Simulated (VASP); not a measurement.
Set up this calculation in VASP 6.6.1, as the native input.

```yaml
Task: single point
Functional: PBEsol
Potentials_or_basis: VASP PAW PBE potentials, release 64 (W_sv, C, Hf_pv, Cl)
Cutoff: 520 eV
k_mesh: 4 × 4 × 1
Occupations: gaussian, width 0.15 eV
Spin: no spin polarisation
Dipole_correction: no
Further_INCAR_settings: LREAL = Auto; ALGO = Normal; EDIFF = 1e-07; NBANDS = 107
```

The structure of HfW8C8Cl4 lies in POSCAR:

```
HfW8C8Cl4
1.0
    5.7250800000      0.0000000000      0.0000000000
   -2.8625400000      4.9580650000      0.0000000000
    0.0000000000      0.0000000000     17.2106650000
W C Hf Cl
8 8 1 4
Direct
    0.0000000000      0.0000000000      0.0581035073
    0.0000914148      0.0000413468      0.2242811071
    0.0000000504      0.5000001008      0.0581035073
    0.0000893923      0.5000313630      0.2242400860
    0.5000000000      0.0000000000      0.0581035073
    0.5000680809      0.0000359011      0.2243315990
    0.5000000504      0.5000001008      0.0581035073
    0.5000652516      0.5000243038      0.2243131802
    0.3333660792      0.1666811548      0.1347832289
    0.3333307501      0.1667208881      0.2896343633
    0.3333830606      0.6667032401      0.1347728865
    0.3332565925      0.6665753676      0.2896068804
    0.8333336798      0.1666498926      0.1347685868
    0.8336726980      0.1669143103      0.2896336080
    0.8333475712      0.6666727846      0.1347669018
    0.8336056754      0.6667879505      0.2896568494
    0.0369894678      0.9195534952      0.5813375602
    0.4735212206      1.0035523939      0.5828609760
    0.1213674636      1.3562770960      0.5806901128
   -0.1786165152      0.6986868869      0.4695116081
   -0.1776108460      0.7064221627      0.6945265625
```

The input as run:

INCAR

```
SYSTEM = HfW8C8Cl4
  ALGO = Normal
  EDIFF = 1E-7
  ENCUT = 520
  GGA = PS
  ISIF = 2
  ISMEAR = 0
  LASPH = .True.
  LCHARG = .True.
  LELF = .True.
  LREAL = Auto
  LVHAR = .True.
  LWAVE = .False.
  NBANDS = 107
  NELM = 60
  PREC = Accurate
  SIGMA = 0.15
```

KPOINTS

```
k-points
0
Gamma
  4 4 1
  0 0 0
```

Potentials or basis: VASP PAW PBE potentials, release 64 (W_sv, C, Hf_pv, Cl).

The run is started by

```console
$ cat potpaw_PBE.64/W_sv/POTCAR potpaw_PBE.64/C/POTCAR potpaw_PBE.64/Hf_pv/POTCAR potpaw_PBE.64/Cl/POTCAR > POTCAR
$ mpirun -np 1 vasp_std > vasp.out
```

Results of the run:

```yaml
Largest_force: 0.115 eV/Å
Band_gap_on_the_k_mesh: zero (bands 91 and 92 overlap by 0.70 eV)
```

Caveat: there is no dipole correction, which matters where the two faces differ; the PAW data sets were made with another functional, which shifts forces and pressure a little; spin-orbit coupling is left out, which moves the levels of the heavy elements.

Wall time 29 min on 1 thread of Intel(R) Xeon(R) Platinum 8259CL CPU @ 2.50GHz (Skylake/Cascade Lake), with other jobs on the host, peak memory 0.83 GiB.
